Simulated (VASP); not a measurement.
# InSe (P6/mmm) in VASP: a series of runs

InSe is run at these levels: r2SCAN; tasks: single point.

All numbers are computed with VASP 6.6.1; they aren't measurements. Logs are shortened: lines on timing, memory, paths and dates and some standing lists are left out, and cuts for length are marked.

## 1. The cell of the first run

It takes space group P6/mmm (No. 191, hexagonal). Conventional cell: a = 6.655 Å, b = 6.655 Å, c = 4.252 Å, α = 90.00°, β = 90.00°, γ = 120.00°. In (site symmetry mmm) has 6 Se at 2.87 to 3.33 Å and 4 In at 3.33 Å within 3.8 Å. Se (site symmetry 6/mmm) has 6 In at 3.33 Å and 14 Se at 4.25 to 4.39 Å within 4.4 Å. Se (site symmetry -6m2) has 6 In at 2.87 Å and 3 Se at 3.84 Å within 3.9 Å.

## 2. Single point, r2SCAN

POSCAR

```
InSe
1.0
    6.6546728354      0.0000000000      0.0000000000
   -3.3273364177      5.7631157293      0.0000000000
    0.0000000000      0.0000000000      4.2517179243
In Se
3 3
Direct
    0.5000000000      0.0000000000      0.0000000000
    0.5000000000      0.5000000000      0.0000000000
    0.0000000000      0.5000000000      0.0000000000
    0.0000000000      0.0000000000      0.0000000000
    0.3333333333      0.6666666667      0.5000000000
    0.6666666667      0.3333333333      0.5000000000
```

INCAR.step1

```
SYSTEM = InSe
ALGO = Normal
EDIFF = 1E-4
ENCUT = 520
GGA = PE
ISMEAR = 0
LASPH = .True.
LCHARG = .False.
LREAL = .False.
LWAVE = .True.
NBANDS = 38
NELM = 100
PREC = Accurate
SIGMA = 0.1
```

INCAR.step2

```
SYSTEM = InSe
ALGO = Normal
EDIFF = 1E-7
ENCUT = 520
ISIF = 2
ISMEAR = 0
ISTART = 1
LASPH = .True.
LCHARG = .False.
LMIXTAU = .True.
LREAL = .False.
LWAVE = .False.
METAGGA = R2SCAN
NBANDS = 38
NELM = 100
PREC = Accurate
SIGMA = 0.1
```

KPOINTS

```
k-points
0
Gamma
  3 3 4
  0 0 0
```

Potentials or basis: VASP PAW PBE potentials, release 64 (In_d, Se).

On the command line:

```
$ cat potpaw_PBE.64/In_d/POTCAR potpaw_PBE.64/Se/POTCAR > POTCAR
$ cp INCAR.step1 INCAR
$ mpirun -np 1 vasp_std > vasp.out
$ cp INCAR.step2 INCAR
$ mpirun -np 1 vasp_std > vasp.out
```

OUTCAR:

```text
SYSTEM = InSe
   EDIFF = 1E-7
   ENCUT = 520
   ISIF = 2
   ISMEAR = 0
   ISTART = 1
   LASPH = .True.
   LREAL = .False.
   METAGGA = R2SCAN
   NELM = 100
   PREC = Accurate

 ion  position               nearest neighbor table
   1  0.500  0.000  0.000-   5 2.87   6 2.87   5 2.87   6 2.87   2 3.33   3 3.33   2 3.33   3 3.33
                             4 3.33   4 3.33
   2  0.500  0.500  0.000-   5 2.87   6 2.87   5 2.87   6 2.87   1 3.33   4 3.33   1 3.33   4 3.33
                             3 3.33   3 3.33
   3  0.000  0.500  0.000-   5 2.87   6 2.87   5 2.87   6 2.87   1 3.33   4 3.33   4 3.33   1 3.33
                             2 3.33   2 3.33
   4  0.000  0.000  0.000-   2 3.33   3 3.33   3 3.33   2 3.33   1 3.33   1 3.33
   5  0.333  0.667  0.500-   1 2.87   1 2.87   3 2.87   3 2.87   2 2.87   2 2.87
   6  0.667  0.333  0.500-   1 2.87   1 2.87   3 2.87   3 2.87   2 2.87   2 2.87

  LATTYP: Found a hexagonal cell.
 ALAT       =     6.6546728354
 C/A-ratio  =     0.6389071303

  Lattice vectors:

 A1 = (   6.6546728354,   0.0000000000,   0.0000000000)
 A2 = (  -3.3273364177,   5.7631157293,   0.0000000000)
 A3 = (   0.0000000000,   0.0000000000,   4.2517179243)

Analysis of symmetry for initial positions (statically):
=====================================================================
 Subroutine PRICEL returns:
 Original cell was already a primitive cell.

 Routine SETGRP: Setting up the symmetry group for a
 hexagonal supercell.

 Subroutine GETGRP returns: Found 24 space group operations
 (whereof 24 operations were pure point group operations)
 out of a pool of 24 trial point group operations.

The static configuration has the point symmetry D_6h.

Analysis of symmetry for dynamics (positions and initial velocities):
=====================================================================
 Subroutine PRICEL returns:
 Original cell was already a primitive cell.

 Routine SETGRP: Setting up the symmetry group for a
 hexagonal supercell.

 Subroutine GETGRP returns: Found 24 space group operations
 (whereof 24 operations were pure point group operations)
 out of a pool of 24 trial point group operations.

The dynamic configuration has the point symmetry D_6h.

 Subroutine INISYM returns: Found 24 space group operations
 (whereof 24 operations are pure point group operations),
 and found     1 'primitive' translations

----------------------------------------------------------------------------------------

                                     Primitive cell

  volume of cell :     163.0604

  direct lattice vectors                    reciprocal lattice vectors
     6.654672835  0.000000000  0.000000000     0.150270348  0.086758626  0.000000000
    -3.327336418  5.763115729  0.000000000     0.000000000  0.173517251  0.000000000
     0.000000000  0.000000000  4.251717924     0.000000000  0.000000000  0.235199046

  length of vectors
     6.654672835  6.654672835  4.251717924     0.173517251  0.173517251  0.235199046

  position of ions in fractional coordinates (direct lattice)
     0.500000000  0.000000000  0.000000000
     0.500000000  0.500000000  0.000000000
     0.000000000  0.500000000  0.000000000
     0.000000000  0.000000000  0.000000000
     0.333333333  0.666666667  0.500000000
     0.666666667  0.333333333  0.500000000

  ion indices of the primitive-cell ions
   primitive index   ion index
                 1           1
                 2           2
                 3           3
                 4           4
                 5           5
                 6           6

----------------------------------------------------------------------------------------

 KPOINTS: k-points

Automatic generation of k-mesh.
 Grid dimensions read from file:
 generate k-points for:    3    3    4

 Generating k-lattice:

  Cartesian coordinates                     Fractional coordinates (reciprocal lattice)
     0.050090116  0.028919542  0.000000000     0.333333333  0.000000000  0.000000000
     0.000000000  0.057839084  0.000000000     0.000000000  0.333333333  0.000000000
     0.000000000  0.000000000  0.058799762     0.000000000  0.000000000  0.250000000

  Length of vectors
     0.057839084  0.057839084  0.058799762

  Shift w.r.t. Gamma in fractional coordinates (k-lattice)
     0.000000000  0.000000000  0.000000000

 Subroutine IBZKPT returns following result:
 ===========================================

 Found      9 irreducible k-points:

 Following reciprocal coordinates:
            Coordinates               Weight
  0.000000  0.000000  0.000000      1.000000
  0.333333 -0.000000  0.000000      6.000000
  0.333333  0.333333  0.000000      2.000000
  0.000000  0.000000  0.250000      2.000000
  0.333333 -0.000000  0.250000     12.000000
  0.333333  0.333333  0.250000      4.000000
  0.000000  0.000000  0.500000      1.000000
  0.333333 -0.000000  0.500000      6.000000
  0.333333  0.333333  0.500000      2.000000
   k-points           NKPTS =      9   k-points in BZ     NKDIM =      9   number of bands    NBANDS=     38
   number of dos      NEDOS =    301   number of ions     NIONS =      6
   total plane-waves  NPLWV =  80000
   dimension x,y,z NGX =    50 NGY =   50 NGZ =   32
   dimension x,y,z NGXF=   100 NGYF=  100 NGZF=   64
   ions per type =               3   3
   NGX,Y,Z   is equivalent  to a cutoff of  12.49, 12.49, 12.51 a.u.
   NGXF,Y,Z  is equivalent  to a cutoff of  24.98, 24.98, 25.02 a.u.
 SYSTEM =  InSe
   PREC   = accura    normal or accurate (medium, high low for compatibility)
   ISTART =      1    job   : 0-new  1-cont  2-samecut
   ICHARG =      0    charge: 1-file 2-atom 10-const
   ISPIN  =      1    spin polarized calculation?
   LNONCOLLINEAR =      F non collinear calculations
   LSORBIT =      F    spin-orbit coupling
   LASPH  =      T    aspherical Exc in radial PAW
   ENCUT  =  520.0 eV  38.22 Ry    6.18 a.u.  12.37 12.37  7.91*2*pi/ulx,y,z
   NELM   =    100;   NELMIN=  2; NELMDL=  0     # of ELM steps
   EDIFF  = 0.1E-06   stopping-criterion for ELM
   LREAL  =      F    real-space projection
   EDIFFG = 0.1E-05   stopping-criterion for IOM
   NSW    =      0    number of steps for IOM
   IBRION =     -1    ionic relax: 0-MD 1-quasi-New 2-CG
   NFREE  =      0    steps in history (QN), initial steepest desc. (CG)
   ISIF   =      2    stress and relaxation
   ISYM   =      2    0-nonsym 1-usesym 2-fastsym
   POTIM  = 0.5000    time-step for ionic-motion
   TEBEG  =    0.0;   TEEND  =   0.0 temperature during run
   PSTRESS=    0.0 pullay stress
   NELECT =      57.0000    total number of electrons
   NUPDOWN=      -1.0000    fix difference up-down
   EMIN   =  10.00;   EMAX   =-10.00  energy-range for DOS
   EFERMI =   0.00;   METHOD = LEGACY
   ISMEAR =     0;   SIGMA  =   0.10  broadening in eV -4-tet -1-fermi 0-gaus
   EFERMI_NEDOS =   21; number of points for ismear=-14 and -15
   IALGO  =     38    algorithm
   IMIX   =      4    mixing-type and parameters
     AMIX     =   0.40;   BMIX     =  1.00
     AMIX_MAG =   1.60;   BMIX_MAG =  1.00
  volume/ion in A,a.u.               =      27.18       183.40
  Fermi-wavevector in a.u.,A,eV,Ry     =   1.153233  2.179294 18.095010  1.329946
  Thomas-Fermi vector in A             =   2.289878
   LORBIT       =      0    0 simple, 1 ext, 2 COOP (PROOUT), +10 PAW based schemes
   METAGGA = R2SCAN    functional components
   LHFCALC =     F    Hartree Fock is set to
   AEXX    =    0.0000 exact exchange contribution
   IVDW    =     0    specifies the selected vdW correction
   LEPSILON=     F    determine dielectric tensor
   LRPA    =     F    only Hartree local field effects (RPA)
 non-spin polarized calculation
 Gauss-broadening in eV      SIGMA  =   0.10
  energy-cutoff  :      520.00
  volume of cell :      163.06
 maximum number of plane-waves:      4426
 NGX is ok and might be reduce to    50
   NGX = 25   NGY = 25   NGZ = 15

 number of electron      56.9999985 magnetization

 Free energy of the ion-electron system (eV)
  ---------------------------------------------------
  ext. energy  EPLUGINS =         0.00000000
  ---------------------------------------------------
  free energy    TOTEN  =      -111.96210691 eV

  energy without entropy =     -111.93032934  energy(sigma->0) =     -111.94621813

 E-fermi :   4.4153     XC(G=0):  -9.9187

 val. band max:        4.4098101881   @ k =   0.0000   0.0000   0.2500
 cond. band min:       4.4492724671   @ k =   0.0000   0.0000   0.0000
 fundamental gap:      0.0394622790
 Fermi energy:         4.4152823117

 k-point     1 :       0.0000    0.0000    0.0000
  band No.  band energies     occupation
      1     -11.1710      2.00000
      2     -10.8481      2.00000
      3     -10.7964      2.00000
      4     -10.7963      2.00000
      5     -10.7920      2.00000
      6     -10.6306      2.00000
[... 30 lines left out ...]
     37      11.1872      0.00000
     38      12.0339      0.00000

 k-point     2 :       0.3333   -0.0000    0.0000
  band No.  band energies     occupation
      1     -11.0498      2.00000
      2     -10.7980      2.00000
      3     -10.7938      2.00000
      4     -10.7272      2.00000
      5     -10.7124      2.00000
      6     -10.7109      2.00000
[... 30 lines left out ...]
     37       9.8210      0.00000
     38      10.7706      0.00000

 k-point     3 :       0.3333    0.3333    0.0000
  band No.  band energies     occupation
      1     -10.8796      2.00000
      2     -10.8796      2.00000
      3     -10.7513      2.00000
      4     -10.7281      2.00000
      5     -10.7281      2.00000
      6     -10.6982      2.00000
[... 30 lines left out ...]
     37       9.9309      0.00000
     38       9.9309      0.00000

 k-point     4 :       0.0000    0.0000    0.2500
  band No.  band energies     occupation
      1     -11.1505      2.00000
      2     -11.0197      2.00000
      3     -10.7940      2.00000
      4     -10.7939      2.00000
      5     -10.7483      2.00000
      6     -10.6510      2.00000
[... 30 lines left out ...]
     37      10.7468      0.00000
     38      10.7468      0.00000

 k-point     5 :       0.3333   -0.0000    0.2500
  band No.  band energies     occupation
      1     -11.0848      2.00000
      2     -10.9687      2.00000
      3     -10.7957      2.00000
      4     -10.7436      2.00000
      5     -10.7097      2.00000
      6     -10.6552      2.00000
[... 30 lines left out ...]
     37      10.9337      0.00000
     38      11.0465      0.00000

 k-point     6 :       0.3333    0.3333    0.2500
  band No.  band energies     occupation
      1     -10.9984      2.00000
      2     -10.9984      2.00000
      3     -10.7490      2.00000
      4     -10.7344      2.00000
      5     -10.7344      2.00000
      6     -10.6471      2.00000
[... 30 lines left out ...]
     37      10.6346      0.00000
     38      10.6347      0.00000

 k-point     7 :       0.0000    0.0000    0.5000
  band No.  band energies     occupation
      1     -11.3589      2.00000
      2     -10.9099      2.00000
      3     -10.7916      2.00000
      4     -10.7916      2.00000
      5     -10.6714      2.00000
      6     -10.6714      2.00000
[... 30 lines left out ...]
     37      11.7112      0.00000
     38      11.7112      0.00000

 k-point     8 :       0.3333   -0.0000    0.5000
  band No.  band energies     occupation
      1     -11.2564      2.00000
      2     -10.8744      2.00000
      3     -10.8390      2.00000
      4     -10.7660      2.00000
      5     -10.7069      2.00000
      6     -10.6519      2.00000
[... 30 lines left out ...]
     37      10.3378      0.00000
     38      11.0067      0.00000

 k-point     9 :       0.3333    0.3333    0.5000
  band No.  band energies     occupation
      1     -11.0908      2.00000
      2     -11.0908      2.00000
      3     -10.7463      2.00000
      4     -10.7315      2.00000
      5     -10.7315      2.00000
      6     -10.6329      2.00000
[... 30 lines left out ...]
     37      10.0953      0.00000
     38      11.3890      0.00000

------------------------ aborting loop because EDIFF is reached ----------------------------------------

  FORCE on cell =-STRESS in cart. coord.  units (eV):
  Direction    XX          YY          ZZ          XY          YZ          ZX
  --------------------------------------------------------------------------------------
  -------------------------------------------------------------------------------------
  Total        0.2155058      0.2155058      0.2173119      0.0000000      0.0000000      0.0000000
  in kB        2.1174888      2.1174888      2.1352344      0.0000000      0.0000000      0.0000000
  external PRESSURE =       2.1234040 kB  Pullay stress =       0.0000000 kB

 VOLUME and BASIS-vectors are now :
 -----------------------------------------------------------------------------
  energy-cutoff  :      520.00
  volume of cell :      163.06
      direct lattice vectors                 reciprocal lattice vectors
     6.654672835  0.000000000  0.000000000     0.150270348  0.086758626  0.000000000
    -3.327336418  5.763115729  0.000000000     0.000000000  0.173517251  0.000000000
     0.000000000  0.000000000  4.251717924     0.000000000  0.000000000  0.235199046

 POSITION                                       TOTAL-FORCE (eV/Angst)
 -----------------------------------------------------------------------------------
      3.32734      0.00000      0.00000        -0.000000      0.000000     -0.000000
      1.66367      2.88156      0.00000        -0.000000      0.000000     -0.000000
     -1.66367      2.88156      0.00000        -0.000000      0.000000     -0.000000
      0.00000      0.00000      0.00000        -0.000000      0.000000     -0.000000
     -0.00000      3.84208      2.12586        -0.000000     -0.000000      0.000000
      3.32734      1.92104      2.12586         0.000000      0.000000     -0.000000
 -----------------------------------------------------------------------------------
    total drift:                               -0.000000      0.000000     -0.000000

  FREE ENERGIE OF THE ION-ELECTRON SYSTEM (eV)
  ---------------------------------------------------
  free  energy   TOTEN  =      -111.9621069120 eV

  energy  without entropy=     -111.9303293420  energy(sigma->0) =     -111.94621813
```

It took 3.9 min on 1 thread of Intel Xeon Platinum 8488C (Sapphire Rapids), shared host; peak memory 0.31 GiB.

Results:

```
Free energy            : -111.9621 eV
Pressure               : 0.2 GPa
Band gap on the k mesh : zero (an odd number of electrons rules out a gap without spin polarisation)
```

Caveat: the k points lie up to 0.37 Å⁻¹ apart, too coarse for converged energies and pressures of a metal; the PAW data sets were made with another functional, which shifts forces and pressure a little; spin-orbit coupling is left out, which moves the levels of the heavy elements.

## 3. Single point, r2SCAN

This run uses another cell than the first one, of 31.30 Å³/atom.

Changes to POSCAR since step 2:

```diff
@@ -2,5 +2,5 @@
 1.0
-    6.6546728354      0.0000000000      0.0000000000
-   -3.3273364177      5.7631157293      0.0000000000
-    0.0000000000      0.0000000000      4.2517179243
+    6.4537745278      0.0000000000      0.0000000000
+   -3.2268872639      5.5891326914      0.0000000000
+    0.0000000000      0.0000000000      5.2070226304
 In Se
```

INCAR.step1

```
PREC     = Accurate       # precision mode
ENCUT    = 520            # plane-wave cutoff, eV
ISMEAR   = 0              # smearing method
SIGMA    = 0.1            # smearing width, eV
LREAL    = F              # projectors in reciprocal space
LASPH    = T              # aspherical terms in the spheres
NELM     = 100            # most SCF steps
NBANDS   = 38             # bands
GGA      = PE             # functional
ALGO     = Normal         # electronic algorithm
EDIFF    = 1E-4           # SCF threshold, eV
LWAVE    = T              # write WAVECAR
LCHARG   = F              # write CHGCAR
```

INCAR.step2

```
PREC     = Accurate       # precision mode
ENCUT    = 520            # plane-wave cutoff, eV
EDIFF    = 1E-6           # SCF threshold, eV
ISMEAR   = 0              # smearing method
SIGMA    = 0.1            # smearing width, eV
LREAL    = F              # projectors in reciprocal space
LASPH    = T              # aspherical terms in the spheres
NELM     = 100            # most SCF steps
ALGO     = Normal         # electronic algorithm
ISIF     = 2              # what is computed and relaxed
LWAVE    = F              # write WAVECAR
LCHARG   = F              # write CHGCAR
METAGGA  = R2SCAN         # meta-GGA
LMIXTAU  = T            
NBANDS   = 38             # bands
ISTART   = 1
```

KPOINTS

```
Automatic mesh
0
Gamma
  3 3 4
```

Potentials or basis: VASP PAW PBE potentials, release 64 (In_d, Se).

On the command line:

```
$ cat potpaw_PBE.64/In_d/POTCAR potpaw_PBE.64/Se/POTCAR > POTCAR
$ cp INCAR.step1 INCAR
$ mpirun -np 1 vasp_std > vasp.out
$ cp INCAR.step2 INCAR
$ mpirun -np 1 vasp_std > vasp.out
```

It took 2.8 min on 1 thread of Intel Xeon Platinum 8488C (Sapphire Rapids), shared host; peak memory 0.34 GiB.

It converged, with:

```
Free energy            : -110.3205 eV
Pressure               : -5.4 GPa
Band gap on the k mesh : zero (an odd number of electrons rules out a gap without spin polarisation)
```

Stress tensor (GPa, compression positive):
```
 -2.42   0.00   0.00
  0.00  -2.42   0.00
  0.00   0.00 -11.32
```

Levels at points of the mesh, in eV from the Fermi level:
```
           k point  band 25  band 26  band 27  band 28  band 29  band 30  band 31  band 32  band 33  band 34
(0.00, 0.00, 0.00)    -1.54    -1.13    -0.25    -0.25    -0.18     0.55     0.55     3.67     3.67     5.02
(0.00, 0.00, 0.50)    -2.30    -2.30    -0.87    -0.43    -0.43     0.94     2.84     3.40     4.16     4.16
```

Caveat: the k points lie up to 0.37 Å⁻¹ apart, too coarse for converged energies and pressures of a metal; the PAW data sets were made with another functional, which shifts forces and pressure a little; spin-orbit coupling is left out, which moves the levels of the heavy elements.
